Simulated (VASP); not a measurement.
# LaPb3 in VASP: single point with PBEsol

Aim: the single point of LaPb3 with PBEsol.

All numbers are computed with VASP 6.6.1; they aren't measurements. Logs are shortened: lines on timing, memory, paths and dates and some standing lists are left out, and cuts for length are marked.

## 1. The cell of the first run

The cell holds a slab with vacuum, 12 atoms: a = 6.904 Å, b = 6.904 Å, c = 22.637 Å, α = 90.00°, β = 90.00°, γ = 120.00°.

## 2. Single point, PBEsol

File INCAR:

```
SYSTEM = LaPb3
PREC = Accurate
ENCUT = 400
EDIFF = 1E-6
ISMEAR = 0
SIGMA = 0.1
LREAL = .False.
LASPH = .True.
NELM = 200
ALGO = Normal
ISIF = 2
LWAVE = .False.
LCHARG = .False.
LDIPOL = .True.
IDIPOL = 3
DIPOL = 0.5 0.5 0.499
GGA = PS
NBANDS = 92
GGA_COMPAT = .False.
LMAXMIX = 6
NELMDL = -8
```

File KPOINTS:

```
regular mesh
0
Gamma
  6 6 1
  0 0 0
```

File POSCAR:

```
LaPb3
1.0
    6.9036240325      0.0000000000      0.0000000000
   -3.4518120163      5.9787137903      0.0000000000
    0.0000000000      0.0000000000     22.6367854186
La Pb
3 9
Direct
    0.6666666667      0.3333333333      0.3754950115
    0.3333333333      0.6666666667      0.5002786659
    0.0000000000      0.0000000000      0.6138773304
    0.1666666667      0.8333333333      0.3754950115
    0.6666666667      0.8333333333      0.3754950115
    0.1666666667      0.3333333333      0.3754950115
    0.8309087500      0.1690912500      0.4983934328
    0.3381825000      0.1690912500      0.4983934328
    0.8309087500      0.6618175000      0.4983934328
    0.4996875495      0.5003124505      0.6270528348
    0.0006249010      0.5003124505      0.6270528348
    0.4996875495     -0.0006249010      0.6270528348
```

Potentials or basis: VASP PAW PBE potentials, release 64 (La, Pb_d).

Launch:

```console
> cat potpaw_PBE.64/La/POTCAR potpaw_PBE.64/Pb_d/POTCAR > POTCAR
> mpirun -np 1 vasp_std > vasp.out
```

OUTCAR:

```text
SYSTEM = LaPb3
   PREC = Accurate
   ENCUT = 400
   EDIFF = 1E-6
   ISMEAR = 0
   LREAL = .False.
   LASPH = .True.
   NELM = 200
   ISIF = 2
   GGA = PS
   NELMDL = -8

 ion  position               nearest neighbor table
   1  0.667  0.333  0.375-   7 3.41   8 3.41   9 3.41   4 3.45   4 3.45   6 3.45   6 3.45   5 3.45
                             5 3.45
   2  0.333  0.667  0.500-   9 3.45   8 3.45   7 3.45   7 3.45   9 3.45   8 3.45   4 3.46   5 3.46
                             6 3.46  11 3.49  12 3.49  10 3.49
   3  0.000  0.000  0.614-   8 3.30   9 3.30   7 3.30  10 3.46  10 3.46  12 3.46  12 3.46  11 3.46
                            11 3.46
   4  0.167  0.833  0.375-   9 3.43   8 3.43   1 3.45   1 3.45   5 3.45   5 3.45   6 3.45   6 3.45
                             2 3.46
   5  0.667  0.833  0.375-   9 3.43   7 3.43   6 3.45   6 3.45   4 3.45   4 3.45   1 3.45   1 3.45
                             2 3.46
   6  0.167  0.333  0.375-   8 3.43   7 3.43   5 3.45   5 3.45   1 3.45   1 3.45   4 3.45   4 3.45
                             2 3.46
   7  0.831  0.169  0.498-   3 3.30   8 3.40   9 3.40   1 3.41   6 3.43   5 3.43   2 3.45   2 3.45
                             8 3.50   9 3.50  12 3.52  11 3.52
   8  0.338  0.169  0.498-   3 3.30   9 3.40   7 3.40   1 3.41   6 3.43   4 3.43   2 3.45   2 3.45
                             9 3.50   7 3.50  10 3.52  12 3.52
   9  0.831  0.662  0.498-   3 3.30   8 3.40   7 3.40   1 3.41   5 3.43   4 3.43   2 3.45   2 3.45
                             8 3.50   7 3.50  10 3.52  11 3.52
  10  0.500  0.500  0.627-  11 3.45  12 3.45  11 3.46  12 3.46   3 3.46   3 3.46   2 3.49   9 3.52
                             8 3.52
  11  0.001  0.500  0.627-  12 3.45  10 3.45  12 3.46  10 3.46   3 3.46   3 3.46   2 3.49   7 3.52
                             9 3.52
  12  0.500  0.999  0.627-  11 3.45  10 3.45  11 3.46  10 3.46   3 3.46   3 3.46   2 3.49   7 3.52
                             8 3.52

  LATTYP: Found a hexagonal cell.
 ALAT       =     6.9036240325
 C/A-ratio  =     3.2789713507

  Lattice vectors:

 A1 = (   6.9036240325,   0.0000000000,   0.0000000000)
 A2 = (  -3.4518120163,   5.9787137903,   0.0000000000)
 A3 = (   0.0000000000,   0.0000000000,  22.6367854186)

Analysis of symmetry for initial positions (statically):
=====================================================================
 Subroutine PRICEL returns:
 Original cell was already a primitive cell.

 Routine SETGRP: Setting up the symmetry group for a
 hexagonal supercell.

 Subroutine GETGRP returns: Found  6 space group operations
 (whereof  6 operations were pure point group operations)
 out of a pool of 24 trial point group operations.

The static configuration has the point symmetry C_3v.

Analysis of symmetry for dynamics (positions and initial velocities):
=====================================================================
 Subroutine PRICEL returns:
 Original cell was already a primitive cell.

 Routine SETGRP: Setting up the symmetry group for a
 hexagonal supercell.

 Subroutine GETGRP returns: Found  6 space group operations
 (whereof  6 operations were pure point group operations)
 out of a pool of 24 trial point group operations.

The dynamic configuration has the point symmetry C_3v.

 Subroutine INISYM returns: Found  6 space group operations
 (whereof  6 operations are pure point group operations),
 and found     1 'primitive' translations

----------------------------------------------------------------------------------------

                                     Primitive cell

  volume of cell :     934.3286

  direct lattice vectors                    reciprocal lattice vectors
     6.903624032  0.000000000  0.000000000     0.144851457  0.083630028  0.000000000
    -3.451812016  5.978713790  0.000000000     0.000000000  0.167260055  0.000000000
     0.000000000  0.000000000 22.636785419     0.000000000  0.000000000  0.044175884

  length of vectors
     6.903624032  6.903624033 22.636785419     0.167260055  0.167260055  0.044175884

  position of ions in fractional coordinates (direct lattice)
     0.666666667  0.333333333  0.375495011
     0.333333333  0.666666667  0.500278666
     0.000000000  0.000000000  0.613877330
     0.166666667  0.833333333  0.375495011
     0.666666667  0.833333333  0.375495011
     0.166666667  0.333333333  0.375495011
     0.830908750  0.169091250  0.498393433
[... 40 lines left out ...]
     0.000000000  0.000000000  0.000000000

 Subroutine IBZKPT returns following result:
 ===========================================

 Found      7 irreducible k-points:

 Following reciprocal coordinates:
            Coordinates               Weight
  0.000000  0.000000  0.000000      1.000000
  0.166667  0.000000  0.000000      6.000000
  0.333333 -0.000000  0.000000      6.000000
  0.500000  0.000000  0.000000      3.000000
  0.166667  0.166667  0.000000      6.000000
  0.333333  0.166667  0.000000     12.000000
  0.333333  0.333333  0.000000      2.000000
   k-points           NKPTS =      7   k-points in BZ     NKDIM =      7   number of bands    NBANDS=     92
   number of dos      NEDOS =    301   number of ions     NIONS =     12
   total plane-waves  NPLWV = 345600
   dimension x,y,z NGX =    48 NGY =   48 NGZ =  150
   dimension x,y,z NGXF=    96 NGYF=   96 NGZF=  300
   ions per type =               3   9
   NGX,Y,Z   is equivalent  to a cutoff of  11.56, 11.56, 11.02 a.u.
   NGXF,Y,Z  is equivalent  to a cutoff of  23.12, 23.12, 22.03 a.u.
 SYSTEM =  LaPb3
   PREC   = accura    normal or accurate (medium, high low for compatibility)
   ISTART =      0    job   : 0-new  1-cont  2-samecut
   ICHARG =      2    charge: 1-file 2-atom 10-const
   ISPIN  =      1    spin polarized calculation?
   LNONCOLLINEAR =      F non collinear calculations
   LSORBIT =      F    spin-orbit coupling
   LASPH  =      T    aspherical Exc in radial PAW
   ENCUT  =  400.0 eV  29.40 Ry    5.42 a.u.  11.26 11.26 36.91*2*pi/ulx,y,z
   NELM   =    200;   NELMIN=  2; NELMDL= -8     # of ELM steps
   EDIFF  = 0.1E-05   stopping-criterion for ELM
   LREAL  =      F    real-space projection
   EDIFFG = 0.1E-04   stopping-criterion for IOM
   NSW    =      0    number of steps for IOM
   IBRION =     -1    ionic relax: 0-MD 1-quasi-New 2-CG
   NFREE  =      0    steps in history (QN), initial steepest desc. (CG)
   ISIF   =      2    stress and relaxation
   ISYM   =      2    0-nonsym 1-usesym 2-fastsym
   POTIM  = 0.5000    time-step for ionic-motion
   TEBEG  =    0.0;   TEEND  =   0.0 temperature during run
   PSTRESS=    0.0 pullay stress
   NELECT =     159.0000    total number of electrons
   NUPDOWN=      -1.0000    fix difference up-down
   EMIN   =  10.00;   EMAX   =-10.00  energy-range for DOS
   EFERMI =   0.00;   METHOD = LEGACY
   ISMEAR =     0;   SIGMA  =   0.10  broadening in eV -4-tet -1-fermi 0-gaus
   EFERMI_NEDOS =   21; number of points for ismear=-14 and -15
   IALGO  =     38    algorithm
   IMIX   =      4    mixing-type and parameters
     AMIX     =   0.40;   BMIX     =  1.00
     AMIX_MAG =   1.60;   BMIX_MAG =  1.00
  volume/ion in A,a.u.               =      77.86       525.43
  Fermi-wavevector in a.u.,A,eV,Ry     =   0.907209  1.714376 11.197977  0.823028
  Thomas-Fermi vector in A             =   2.030989
   LORBIT       =      0    0 simple, 1 ext, 2 COOP (PROOUT), +10 PAW based schemes
   GGA     = PS    functional components
   LHFCALC =     F    Hartree Fock is set to
   AEXX    =    0.0000 exact exchange contribution
   IVDW    =     0    specifies the selected vdW correction
   LEPSILON=     F    determine dielectric tensor
   LRPA    =     F    only Hartree local field effects (RPA)
 non-spin polarized calculation
 Gauss-broadening in eV      SIGMA  =   0.10
  energy-cutoff  :      400.00
  volume of cell :      934.33
 maximum number of plane-waves:     17053
 NGX is ok and might be reduce to    48
   NGX = 23   NGY = 23   NGZ = 73

 dipolmoment           0.000000      0.000000     -0.060622 electrons x Angstroem

 number of electron     158.9999983 magnetization

 dipolmoment           0.000000      0.000000      0.041418 electrons x Angstroem

 Free energy of the ion-electron system (eV)
  ---------------------------------------------------
  ext. energy  EPLUGINS =         0.00000000
  ---------------------------------------------------
  free energy    TOTEN  =       -54.83546595 eV

  energy without entropy =      -54.81361304  energy(sigma->0) =      -54.82453949

 E-fermi :   0.8325     XC(G=0):  -4.6709

 val. band max:        0.7086098081   @ k =   0.5000   0.0000   0.0000
 cond. band min:       0.8331034021   @ k =   0.3333   0.1667   0.0000
 fundamental gap:      0.1244935940
 Fermi energy:         0.8324877798

 k-point     1 :       0.0000    0.0000    0.0000
  band No.  band energies     occupation
      1     -32.4188      2.00000
      2     -32.2594      2.00000
      3     -32.0305      2.00000
      4     -16.4590      2.00000
      5     -16.2184      2.00000
      6     -16.2184      2.00000
[... 647 lines left out ...]
     90       2.2977      0.00000
     91       2.3456      0.00000
 [bands above 91 left out]

------------------------ aborting loop because EDIFF is reached ----------------------------------------

 vacuum level on the upper side and lower side of the slab       (xc-potential included)        -0.029        -0.192

  FORCE on cell =-STRESS in cart. coord.  units (eV):
  Direction    XX          YY          ZZ          XY          YZ          ZX
  --------------------------------------------------------------------------------------
  -------------------------------------------------------------------------------------
  Total       -7.6001566     -7.6001566     -0.1532511      0.0000000      0.0000000      0.0000000
  in kB      -13.0326723    -13.0326723     -0.2627935      0.0000000      0.0000000      0.0000000
  external PRESSURE =      -8.7760460 kB  Pullay stress =       0.0000000 kB

 VOLUME and BASIS-vectors are now :
 -----------------------------------------------------------------------------
  energy-cutoff  :      400.00
  volume of cell :      934.33
      direct lattice vectors                 reciprocal lattice vectors
     6.903624032  0.000000000  0.000000000     0.144851457  0.083630028  0.000000000
    -3.451812016  5.978713790  0.000000000     0.000000000  0.167260055  0.000000000
     0.000000000  0.000000000 22.636785419     0.000000000  0.000000000  0.044175884

 POSITION                                       TOTAL-FORCE (eV/Angst)
 -----------------------------------------------------------------------------------
      3.45181      1.99290      8.50000         0.000000     -0.000000      0.777249
     -0.00000      3.98581     11.32470         0.000000      0.000000     -0.015696
      0.00000      0.00000     13.89621         0.000000      0.000000      0.008734
     -1.72591      4.98226      8.50000        -0.011080      0.006397     -0.241434
      1.72591      4.98226      8.50000         0.011080      0.006397     -0.241434
      0.00000      1.99290      8.50000         0.000000     -0.012794     -0.241434
      5.15261      1.01095     11.28203        -0.002243      0.001295     -0.028445
      1.75101      1.01095     11.28203         0.002243      0.001295     -0.028445
      3.45181      3.95682     11.28203         0.000000     -0.002590     -0.028445
      1.72267      2.99122     14.19446        -0.021657      0.012504      0.013117
     -1.72267      2.99122     14.19446         0.021657      0.012504      0.013117
     -0.00000      5.97498     14.19446         0.000000     -0.025007      0.013117
 -----------------------------------------------------------------------------------
    total drift:                                0.000000     -0.000000     -0.000168

  FREE ENERGIE OF THE ION-ELECTRON SYSTEM (eV)
  ---------------------------------------------------
  free  energy   TOTEN  =       -54.8354659473 eV

  energy  without entropy=      -54.8136130377  energy(sigma->0) =      -54.82453949

 vacuum level on the upper side and lower side of the slab         4.497         4.338
```

Run time: 18 min. Hardware: 1 thread of Intel Xeon Platinum 8375C at 2.90GHz (Ice Lake), shared host; peak memory 0.85 GiB.

Results:

```yaml
Free_energy: -54.8355 eV
Largest_force: 0.777 eV/Å
Band_gap_on_the_k_mesh: zero (an odd number of electrons rules out a gap without spin polarisation)
```

Forces in eV/Å, atoms in the order of the input:
```
La   0.000  0.000  0.777
La   0.000  0.000 -0.016
La   0.000  0.000  0.009
Pb  -0.011  0.006 -0.241
Pb   0.011  0.006 -0.241
Pb   0.000 -0.013 -0.241
Pb  -0.002  0.001 -0.028
Pb   0.002  0.001 -0.028
Pb   0.000 -0.003 -0.028
Pb  -0.022  0.013  0.013
Pb   0.022  0.013  0.013
Pb   0.000 -0.025  0.013
```

Caveat: the PAW data sets were made with another functional, which shifts forces and pressure a little; spin-orbit coupling is left out, which moves the levels of the heavy elements.

The gap in the log of VASP goes by the Fermi energy; the results here count the filled bands.